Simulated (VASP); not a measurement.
MgO (Periclase):

```
Mg O
1.0
     2.98187    0.00000    0.00000
     1.49093    2.58237    0.00000
     1.49093    0.86079    2.43469
Mg O
1 1
Direct
  0.00000 0.00000 0.00000
  0.50000 0.50000 0.50000
```

Program: VASP 6.6.1. Alike in all runs: task single point; potentials or basis VASP PAW PBE potentials, release 64 (Mg, O); no spin polarisation; cell as given; k mesh 8 × 8 × 8; cutoff (eV) 520; smearing gaussian 0.01 eV.

Task: Order these runs on this cell by their band gap on the k mesh, lowest first.
A. level PBEsol
B. level RPBE
C. level BLYP

Result: A (4.60 eV), B (4.79 eV), C (4.98 eV).
